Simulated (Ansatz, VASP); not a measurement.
Bi: VASP beside Ansatz

```
Bi
1.0
     4.53900    0.00000    0.00000
    -2.26950    3.93089    0.00000
     0.00000    0.00000   11.82900
Bi
2
Direct
  0.33333 0.66667 0.25000
  0.66667 0.33333 0.75000
```

Alike in both runs: task electric field gradients; functional PBEsol; k mesh 9 × 9 × 3; occupations fermi-dirac, width 0.08 eV; no spin polarisation.

|  | VASP | Ansatz |
| --- | --- | --- |
| version | VASP 6.6.1 | Ansatz 0.2.0 |
| potentials or method | VASP PAW PBE potentials, release 64 (Bi_d) | PAW with Ansatz's default frozen-core files, scalar-relativistic |
| plane-wave cutoff (eV) | 520 | 420 |
| valence electrons in the cell | 30 | 30 |

```csv
,VASP,Ansatz,Ansatz less VASP
pressure (GPa),-3.5,-3.4,+0.03
"traceless stress, the component that is largest in VASP (GPa)",3.08,3.08,-0.001
size of Vzz on the site where it differs most (V/Å²),225.4,224.9,-0.51
```

VASP's potentials were made for PBE, not for PBEsol.

Neither program's run includes spin-orbit coupling.
